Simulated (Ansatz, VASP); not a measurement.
# MoS2 in VASP and in Ansatz

The input INCAR:

```
SYSTEM = MoS2
  ALGO = Normal
  EDIFF = 1E-6
  ENCUT = 520
  GGA = PE
  ISIF = 2
  ISMEAR = -1
  LASPH = .TRUE.
  LCHARG = .FALSE.
  LREAL = .FALSE.
  LWAVE = .FALSE.
  NBANDS = 20
  NELM = 100
  PREC = Accurate
  SIGMA = 0.05
```

Contents of KPOINTS:

```
k-points
0
G
  13 13 13
  0 0 0
```

The input POSCAR:

```
MoS2
1.0
    1.5815003568      0.9130796567      6.0620967000
   -1.5815003568      0.9130796567      6.0620967000
    0.0000000000     -1.8261593134      6.0620967000
Mo S
1 2
Direct
    0.0000000000      0.0000000000      0.0000000000
    0.7484000000      0.7484000000      0.7484000000
    0.5849000000      0.5849000000      0.5849000000
```

Input for Ansatz:

```yaml
crystal:
  lattice:
    - [1.5815003568, 0.9130796567, 6.0620967]
    - [-1.5815003568, 0.9130796567, 6.0620967]
    - [0.0, -1.8261593134, 6.0620967]
  atoms:
    - { symbol: Mo, position: [0.0, 0.0, 0.0] }
    - { symbol: S, position: [0.7484, 0.7484, 0.7484] }
    - { symbol: S, position: [0.5849, 0.5849, 0.5849] }
kpoints:
  mp_grid: { grid: [13, 13, 13] }
  band_path:
    path:
      - [0.0, 0.0, 0.0]
      - [0.5, 0.5, 0.5]
      - [0.8182088567, 0.1817911433, 0.5]
      - [0.5, -0.1817911433, 0.1817911433]
      - [0.5, 0.0, 0.0]
      - [0.0, 0.0, 0.0]
      - [0.3408955717, -0.3408955717, 0.0]
      - [0.6591044284, 0.0, 0.3408955716]
      - [0.5, 0.0, 0.5]
    npoints: 5
scf:
  occupations: { method: fermi_dirac, width: 0.05 }
hamiltonian:
  xc: pbe
  pseudopotentials: { kind: all_electron, lapw: { basis_error: 0.0005 } }
output:
  forces: true
  stress: true
  eigenvalues: true
```

Change from the starting cell: zz strain of -1 %.

Alike in both runs: task single point; functional PBE; k mesh 13 × 13 × 13; occupations fermi-dirac, width 0.05 eV; no spin polarisation.

|  | VASP | Ansatz |
| --- | --- | --- |
| version | VASP 6.6.1 | Ansatz 0.2.0 |
| potentials or method | VASP PAW PBE potentials, release 64 (Mo_sv, S), cutoff 520 eV | all-electron LAPW, scalar-relativistic |

VASP gave:

```
pressure (GPa)                                                : 11.0
traceless stress, the component that is largest in VASP (GPa) : 5.92
rms of the force components (eV/Å)                            : 0.754
```

**Question.** What did Ansatz give for the same quantities?

**Answer.** Pressure (GPa): 11.2; traceless stress, the component that is largest in VASP (GPa): 5.96; rms of the force components (eV/Å): 0.764.

Atom by atom the forces differ by 0.010 eV/Å (rms over components). Ansatz ran all-electron here, and VASP with PAW potentials.
